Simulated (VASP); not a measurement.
Wanted: the native input for a VASP 6.6.1 run.

| Property | Result |
| --- | --- |
| Task | single point |
| Functional | PBE |
| Potentials or basis | VASP PAW PBE potentials, release 64 (Li_sv, H) |
| Cutoff | 520 eV |
| k mesh | 6 × 6 × 6 |
| Occupations | gaussian, width 0.01 eV |
| Spin | no spin polarisation |
| Dipole correction | no |
| Further INCAR settings | ALGO = Normal; EDIFF = 1e-06; NBANDS = 12 |

The structure of LiH lies in POSCAR:

```
LiH
1.0
    3.2548234050      0.0000000000      0.0000000000
   -1.6274117025      2.8187597536      0.0000000000
    0.0000000000      0.0000000000      4.0690682714
Li H
2 2
Direct
    0.3333333333      0.6666666667      0.2500000000
    0.6666666667      0.3333333333      0.7500000000
    0.6666666667      0.3333333333      0.2500000000
    0.3333333333      0.6666666667      0.7500000000
```

These files were run (other wordings do the same):

INCAR

```
SYSTEM = LiH
PREC = Accurate
ENCUT = 520
EDIFF = 1E-6
ISMEAR = 0
SIGMA = 0.01
LREAL = .FALSE.
LASPH = .TRUE.
NELM = 60
ALGO = Normal
ISIF = 2
LWAVE = .FALSE.
LCHARG = .FALSE.
GGA = PE
NBANDS = 12
```

KPOINTS

```
regular mesh
0
G
  6 6 6
  0 0 0
```

Potentials or basis: VASP PAW PBE potentials, release 64 (Li_sv, H).

Launch:

```console
$ cat potpaw_PBE.64/Li_sv/POTCAR potpaw_PBE.64/H/POTCAR > POTCAR
$ mpirun -np 1 vasp_std > vasp.out
```

Results of the run:

| Quantity | Value |
| --- | --- |
| Band gap on the k mesh | 1.83 eV (least direct gap 3.07 eV) |

Run time: 21 s on 1 thread of Intel Xeon 8259CL, with other jobs on the host, peak memory 0.14 GiB.
